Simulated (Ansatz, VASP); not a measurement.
## WS2: VASP beside Ansatz

```
W S
1.0
     3.18000    0.00000    0.00000
    -1.59000    2.75396    0.00000
     0.00000    0.00000   12.50000
W S
2 4
Direct
  0.33333 0.66667 0.25000
  0.66667 0.33333 0.75000
  0.33333 0.66667 0.62500
  0.66667 0.33333 0.12500
  0.33333 0.66667 0.87500
  0.66667 0.33333 0.37500
```

Alike in both runs: task single point; functional PBE; dispersion D3(BJ); k mesh 6 × 6 × 2; occupations gaussian, width 0.1 eV; no spin polarisation.

|  | VASP | Ansatz |
| --- | --- | --- |
| version | VASP 6.6.1 | Ansatz 0.2.0 |
| potentials or method | VASP PAW PBE potentials, release 64 (W_sv, S), cutoff 520 eV | scalar-relativistic, plane waves, PAW |
| valence electrons in the cell | 52 | 52 |

VASP gave:

| Quantity | Value |
| --- | --- |
| gap on the k mesh at the Fermi level (eV) | 1.06 |
| least direct gap on the mesh (eV) | 1.74 |
| pressure (GPa) | -1.6 |
| traceless stress, the component that is largest in VASP (GPa) | 1.20 |
| rms of the force components (eV/Å) | 0.068 |

Problem. Which values does Ansatz return?

Solution. gap on the k mesh at the Fermi level (eV): 1.05; least direct gap on the mesh (eV): 1.74; pressure (GPa): -1.5; traceless stress, the component that is largest in VASP (GPa): 1.20; rms of the force components (eV/Å): 0.066.

Atom by atom the forces differ by 0.001 eV/Å (rms over components).

Neither program's run includes spin-orbit coupling.
